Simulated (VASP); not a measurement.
Runs of VASP 6.6.1 on Sr. The structure is that of space group P6_3/mmc (No. 194), or close to it. The cells are those of the table. 

| task | cell | gap on the mesh (eV) | pressure (GPa) |
| --- | --- | --- | --- |
| single point | a = 4.270, b = 4.270, c = 6.999 Å, angles 90.0, 90.0, 120.0°, 2 atoms | none | 0.0 |
| electric field gradients | a = 4.099, b = 4.099, c = 6.999 Å, angles 90.0, 90.0, 120.0°, 2 atoms | none | 1.1 |
| electric field gradients | a = 4.212, b = 4.212, c = 6.904 Å, angles 90.0, 90.0, 120.0°, 2 atoms | none | 0.5 |
| electric field gradients | a = 4.270, b = 4.270, c = 6.999 Å, angles 90.0, 90.0, 120.0°, 2 atoms | none | 0.0 |
| single point | a = 4.298, b = 4.298, c = 7.045 Å, angles 90.0, 90.0, 120.0°, 2 atoms | none | -0.2 |
| electric field gradients | a = 4.241, b = 4.241, c = 6.952 Å, angles 90.0, 90.0, 120.0°, 2 atoms | none | (a) |
| single point | a = 4.099, b = 4.099, c = 6.999 Å, angles 90.0, 90.0, 120.0°, 2 atoms | none | 1.1 |
| single point | a = 4.326, b = 4.326, c = 7.091 Å, angles 90.0, 90.0, 120.0°, 2 atoms | none | -0.4 |
| electric field gradients | a = 4.326, b = 4.326, c = 7.091 Å, angles 90.0, 90.0, 120.0°, 2 atoms | none | -0.4 |
| electric field gradients | a = 4.298, b = 4.298, c = 7.045 Å, angles 90.0, 90.0, 120.0°, 2 atoms | none | -0.2 |

Alike in all rows: level PBE; potentials or basis VASP PAW PBE potentials, release 64 (Sr_sv); no spin polarisation; k mesh 11 × 11 × 6; cutoff (eV) 520; smearing fermi-dirac 0.08 eV.

**Question.** Fill in the values left out.

**Answer.** (a) 0.3.

A k mesh can miss the band edges, and the runs leave out spin-orbit coupling on Sr.

A gap of «none» marks levels without a gap at the run's occupations.
